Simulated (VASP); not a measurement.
ScB2, 3 atoms in the cell. The structure is hexagonal, space group P6/mmm (No. 191). The conventional cell has a = 3.099 Å, b = 3.099 Å, c = 3.458 Å, α = 90.00°, β = 90.00°, γ = 120.00°. Sc (site symmetry 6/mmm) has 12 B at 2.49 Å and 6 Sc at 3.10 Å within 3.3 Å. B (site symmetry -6m2) has 3 B at 1.79 Å within 2.4 Å. 

| Property | Result |
| --- | --- |
| Program | VASP 6.6.1 |
| Task | single point |
| Functional | LDA |
| Potentials or basis | VASP PAW LDA potentials, release 64 (Sc_sv, B) |
| Cutoff | 520 eV |
| k mesh | 18 × 18 × 12 |
| Occupations | fermi-dirac, width 0.15 eV |
| Spin | no spin polarisation |
| Dipole correction | no |
| Further INCAR settings | ALGO = Normal; EDIFF = 1e-06; NBANDS = 16 |

Potentials or basis: VASP PAW LDA potentials, release 64 (Sc_sv, B).

Launch:

```console
$ cat potpaw_LDA.64/Sc_sv/POTCAR potpaw_LDA.64/B/POTCAR > POTCAR
$ mpirun -np 1 vasp_std > vasp.out
```

Hardware: 1 thread of Intel(R) Xeon(R) Platinum 8488C (Sapphire Rapids) (shared host).

Task: Estimate the wall time of this run.

Result: It took 75 s on 1 thread of Intel(R) Xeon(R) Platinum 8488C (Sapphire Rapids), on a shared host, peak memory 0.22 GiB. Counts: scf iterations 13, k points 259.
